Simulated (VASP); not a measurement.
Wanted: the native input for a VASP 6.6.1 run.

| Quantity | Value |
| --- | --- |
| Task | single point |
| Functional | PBE |
| Potentials or basis | VASP PAW PBE potentials, release 64 (Li_sv, Tl_d, F) |
| Cutoff | 520 eV |
| k mesh | 8 × 8 × 6 |
| Occupations | gaussian, width 0.02 eV |
| Spin | no spin polarisation |
| Dipole correction | no |
| Further INCAR settings | ALGO = Normal; EDIFF = 1e-06; NBANDS = 31 |

The structure of LiTlF4 lies in POSCAR:

```
LiTlF4
1.0
    3.7661876000      0.0000000000      0.0000000000
    0.0000000000      3.7661876000      0.0000000000
    0.0000000000      0.0000000000      5.3055185000
Li Tl F
1 1 4
Direct
    0.0000000000      0.0000000000      0.0000000000
    0.5000000000      0.5000000000      0.5000000000
    0.5000000000      0.0000000000      0.2502720000
    0.0000000000      0.5000000000      0.7497280000
    0.5000000000      0.0000000000      0.7497280000
    0.0000000000      0.5000000000      0.2502720000
```

One way to write it, as run:

INCAR

```
SYSTEM = LiTlF4
PREC = Accurate
ENCUT = 520
EDIFF = 1E-6
ISMEAR = 0
SIGMA = 0.02
LREAL = .False.
LASPH = .True.
NELM = 100
ALGO = Normal
ISIF = 2
LWAVE = .False.
LCHARG = .False.
GGA = PE
NBANDS = 31
```

KPOINTS

```
regular mesh
0
Gamma
  8 8 6
  0 0 0
```

Potentials or basis: VASP PAW PBE potentials, release 64 (Li_sv, Tl_d, F).

Command:

```sh
$ cat potpaw_PBE.64/Li_sv/POTCAR potpaw_PBE.64/Tl_d/POTCAR potpaw_PBE.64/F/POTCAR > POTCAR
$ mpirun -np 1 vasp_std > vasp.out
```

It gave:

```yaml
Largest_force: 0.020 eV/Å
Band_gap_on_the_k_mesh: 1.91 eV (least direct gap 2.12 eV)
```

Caveat: spin-orbit coupling is left out, which moves the levels of the heavy elements.

Wall time 59 s on 1 thread of Intel(R) Xeon(R) Platinum 8488C (Sapphire Rapids), on a shared host, peak memory 0.25 GiB.
